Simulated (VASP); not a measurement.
The system is LiH.

```
Li H
1.0
     2.56147    0.00000    0.00000
    -1.28074    2.21830    0.00000
     0.00000    0.00000    3.20167
Li H
2 2
Direct
  0.33333 0.66667 0.25000
  0.66667 0.33333 0.75000
  0.66667 0.33333 0.25000
  0.33333 0.66667 0.75000
```

```yaml
Program: VASP 6.6.1
Task: relaxation of cell and atoms
Functional: PBE
Potentials_or_basis: VASP PAW PBE potentials, release 64 (Li_sv, H)
Cutoff: 600 eV
k_mesh: 12 × 12 × 8
Occupations: fermi-dirac, width 0.02 eV
Spin: no spin polarisation
```

At the start: pressure 71.1 GPa; volume 4.55 Å³/atom.

Q: Where does the relaxation end?

A: Over 8 steps the energy falls by 580.5 meV/atom and the volume is 8.35 Å³/atom (+83.6 %); space group P6_3/mmc (No. 194, to 0.1 Å) before and after.

Step by step:
```
step  energy change (eV)  largest force (eV/Å)  pressure (GPa)  volume (Å³)
   1              0.0000                0.0000           71.08        18.19
   2             -1.6732                0.0000           27.00        24.04
   3             -2.2926                0.0000            4.27        31.08
   4             -2.3215                0.0000            0.48        33.08
   5             -2.3219                0.0000           -0.10        33.44
   6             -2.3221                0.0000           -0.10        33.44
   7             -2.3221                0.0000           -0.10        33.45
   8             -2.3222                0.0000           -0.03        33.40
```

Final structure:
```
Li H
1.0
     3.13581    0.00000    0.00000
    -1.56791    2.71569    0.00000
     0.00000    0.00000    3.92259
Li H
2 2
Direct
  0.33333 0.66667 0.25000
  0.66667 0.33333 0.75000
  0.66667 0.33333 0.25000
  0.33333 0.66667 0.75000
```

Caveat: the cutoff is under 1.25 times the usual one of these potentials, so pressure, stress and relaxed cells hold a basis-set (Pulay) error; the volume moved by over 15 % at a fixed basis, so the end points are rough.
